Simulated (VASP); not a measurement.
# ZnS (P1) in VASP: further runs

ZnS is run at these levels: PBEsol; tasks: electric field gradients.

Program: VASP 6.6.1. These are calculated values, not measurements. Logs are shortened: lines on timing, memory, paths and dates and some standing lists are left out, and cuts for length are marked.

### Step 1. The cell of the first run

The typed cell holds 4 atoms: a = 3.812 Å, b = 3.861 Å, c = 6.235 Å, α = 90.62°, β = 91.71°, γ = 121.27°.

### Step 2. Electric field gradients, PBEsol (equal xy, yz and zx shear strains of -3 %)

Input file INCAR:

```
SYSTEM = ZnS
ALGO = Normal
EDIFF = 1E-8
ENCUT = 520
GGA = PS
ISIF = 2
ISMEAR = -1
LASPH = .True.
LCHARG = .False.
LEFG = .True.
LREAL = .False.
LWAVE = .False.
NBANDS = 26
NELM = 80
PREC = Accurate
SIGMA = 0.03
```

Input file KPOINTS:

```
k-points
0
Gamma
  8 8 5
  0 0 0
```

Input file POSCAR:

```
ZnS
1.0
    3.8109987816     -0.0571649817     -0.0571649817
   -1.9550057172      3.3290042495     -0.0209238355
   -0.0935100000     -0.0935100000      6.2340000000
Zn S
2 2
Direct
    0.3333333333      0.6666666667      0.0000000000
    0.6666666667      0.3333333333      0.5000000000
    0.3333333333      0.6666666667      0.3850000000
    0.6666666667      0.3333333333      0.8850000000
```

Potentials or basis: VASP PAW PBE potentials, release 64 (Zn, S).

On the command line:

```
$ cat potpaw_PBE.64/Zn/POTCAR potpaw_PBE.64/S/POTCAR > POTCAR
$ mpirun -np 1 vasp_std > vasp.out
```

OUTCAR:

```text
SYSTEM = ZnS
   EDIFF = 1E-8
   ENCUT = 520
   GGA = PS
   ISIF = 2
   ISMEAR = -1
   LASPH = .True.
   LREAL = .False.
   NELM = 80
   PREC = Accurate

 ion  position               nearest neighbor table
   1  0.333  0.667  0.000-   4 2.26   4 2.33   4 2.35   3 2.40
   2  0.667  0.333  0.500-   3 2.29   3 2.32   3 2.33   4 2.40
   3  0.333  0.667  0.385-   2 2.29   2 2.32   2 2.33   1 2.40
   4  0.667  0.333  0.885-   1 2.26   1 2.33   1 2.35   2 2.40

  LATTYP: Found a triclinic cell.
 ALAT       =     3.7624115023
 B/A-ratio  =     1.0131417463
 C/A-ratio  =     1.6572888129
 COS(alpha) =     0.0297616073
 COS(beta)  =     0.0411893908
 COS(gamma) =     0.4804578458

  Lattice vectors:

 A1 = (   1.8559930644,   3.2718392678,  -0.0780888172)
 A2 = (   3.8109987816,  -0.0571649817,  -0.0571649817)
 A3 = (   0.0935100000,   0.0935100000,  -6.2340000000)

Analysis of symmetry for initial positions (statically):
=====================================================================
 Subroutine PRICEL returns:
 Original cell was already a primitive cell.

 Routine SETGRP: Setting up the symmetry group for a
 triclinic supercell.

 Subroutine GETGRP returns: Found  1 space group operations
 (whereof  1 operations were pure point group operations)
 out of a pool of  2 trial point group operations.

The static configuration has the point symmetry C_1 .

Analysis of symmetry for dynamics (positions and initial velocities):
=====================================================================
 Subroutine PRICEL returns:
 Original cell was already a primitive cell.

 Routine SETGRP: Setting up the symmetry group for a
 triclinic supercell.

 Subroutine GETGRP returns: Found  1 space group operations
 (whereof  1 operations were pure point group operations)
 out of a pool of  2 trial point group operations.

The dynamic configuration has the point symmetry C_1 .

 Subroutine INISYM returns: Found  1 space group operations
 (whereof  1 operations are pure point group operations),
 and found     1 'primitive' translations

[... 141 lines left out ...]
  free energy    TOTEN  =       -15.11249367 eV

  energy without entropy =      -15.11249367  energy(sigma->0) =      -15.11249367

 E-fermi :   2.7855     XC(G=0):  -9.8737

 val. band max:        2.1764377123   @ k =   0.0000   0.0000   0.0000
 cond. band min:       4.1777493197   @ k =   0.0000   0.0000   0.0000
 fundamental gap:      2.0013116075
 Fermi energy:         2.7855278463

 k-point     1 :       0.0000    0.0000    0.0000
  band No.  band energies     occupation
      1     -11.1379      2.00000
      2     -10.1932      2.00000
      3      -4.3410      2.00000
      4      -4.3304      2.00000
      5      -4.2751      2.00000
      6      -4.2659      2.00000
[... 685 lines left out ...]
     25      11.5995      0.00000
     26      11.8449      0.00000

 [... further k-points ...]

------------------------ aborting loop because EDIFF is reached ----------------------------------------

  FORCE on cell =-STRESS in cart. coord.  units (eV):
  Direction    XX          YY          ZZ          XY          YZ          ZX
  --------------------------------------------------------------------------------------
  -------------------------------------------------------------------------------------
  Total       -0.1429501     -0.1655066     -1.0999996      0.8672530      0.5422374      0.5444088
  in kB       -2.9229141     -3.3841303    -22.4918016     17.7328094     11.0871812     11.1315811
  external PRESSURE =      -9.5996153 kB  Pullay stress =       0.0000000 kB

 VOLUME and BASIS-vectors are now :
 -----------------------------------------------------------------------------
  energy-cutoff  :      520.00
  volume of cell :       78.36
      direct lattice vectors                 reciprocal lattice vectors
     3.810998782 -0.057164982 -0.057164982     0.264826434  0.155562774  0.006305838
    -1.955005717  3.329004250 -0.020923836     0.004616194  0.303130065  0.004616194
    -0.093510000 -0.093510000  6.234000000     0.002443918  0.002443918  0.160483969

 POSITION                                       TOTAL-FORCE (eV/Angst)
 -----------------------------------------------------------------------------------
     -0.03300      2.20028     -0.03300         0.300363      0.133634      0.324506
      1.84224      1.02480      3.07192        -0.050219      0.113597      0.309972
     -0.06901      2.16428      2.36709         0.097184     -0.114061     -0.304563
      1.80624      0.98880      5.47201        -0.347327     -0.133170     -0.329915
 -----------------------------------------------------------------------------------
    total drift:                                0.000063      0.000100      0.000000

  FREE ENERGIE OF THE ION-ELECTRON SYSTEM (eV)
  ---------------------------------------------------
  free  energy   TOTEN  =       -15.1124936730 eV

  energy  without entropy=      -15.1124936730  energy(sigma->0) =      -15.11249367

 Electric field gradients (V/A^2)
---------------------------------------------------------------------
 ion       V_xx      V_yy      V_zz      V_xy      V_xz      V_yz
---------------------------------------------------------------------
   1     -15.907    -3.580    19.487   -11.083    -5.938     0.001
   2      -3.539   -15.575    19.115     1.094     6.115     0.191
   3       2.636     3.042    -5.678    -5.434    -6.195    -4.959
   4       3.214     2.257    -5.471    -4.753    -3.782    -5.002
---------------------------------------------------------------------

 Electric field gradients after diagonalization (V/A^2)
 (convention: |V_zz| > |V_xx| > |V_yy|)
----------------------------------------------------------------------
 ion       V_xx      V_yy      V_zz     asymmetry (V_yy - V_xx)/ V_zz
----------------------------------------------------------------------
   1      20.609     2.437   -23.046       0.789
   2     -15.678    -4.987    20.666       0.517
   3       8.340     3.864   -12.204       0.367
   4       7.547     2.698   -10.245       0.473
----------------------------------------------------------------------

           NMR quadrupolar parameters

 Cq : quadrupolar parameter    Cq=e*Q*V_zz/h
 eta: asymmetry parameters     (V_yy - V_xx)/ V_zz
 Q  : nuclear electric quadrupole moment in mb (millibarn)
----------------------------------------------------------------------
 ion       Cq(MHz)       eta       Q (mb)
----------------------------------------------------------------------
   1      -0.056       0.789       1.000
   2       0.050       0.517       1.000
   3      -0.030       0.367       1.000
   4      -0.025       0.473       1.000
----------------------------------------------------------------------
```

Wall time 7.3 min (1 thread of AMD EPYC 7R43 (Zen 3), shared host); peak memory 0.35 GiB.

What came out:

- Free energy: -15.1125 eV
- Pressure: -1.0 GPa
- Largest force: 0.497 eV/Å
- Band gap on the k mesh: 2.00 eV, direct

Forces on the atoms (eV/Å):
```
Zn   0.300  0.134  0.325
Zn  -0.050  0.114  0.310
S    0.097 -0.114 -0.305
S   -0.347 -0.133 -0.330
```

Levels at points of the mesh, in eV from the valence-band top:
```
           k point  band 16  band 17  band 18  band 19  band 20  band 21
(0.00, 0.00, 0.00)    -0.17    -0.16     0.00     2.00     2.78     5.97
(0.50, 0.00, 0.00)    -2.51    -1.71    -1.20     3.21     3.93     4.95
(0.00, 0.50, 0.00)    -2.38    -1.69    -1.09     3.39     4.05     4.95
(0.50, 0.50, 0.00)    -2.24    -1.69    -0.98     3.58     4.15     4.95
```

Electric field gradients, principal values (V/Å²):
| atom | least | middle | greatest (by size) |
| --- | --- | --- | --- |
| 1 Zn | 2.437 | 20.609 | -23.046 |
| 2 Zn | -4.987 | -15.678 | 20.666 |
| 3 S | 3.864 | 8.340 | -12.204 |
| 4 S | 2.698 | 7.547 | -10.245 |

Caveat: the cell differs from its parent crystal (equal xy, yz and zx shear strains of -3 %); without QUAD_EFG the Cq values of the log hold for a quadrupole moment of 1 mb, not for the nuclei; the PAW data sets were made with another functional, which shifts forces and pressure a little.

(Continued in part 2 of 2.)
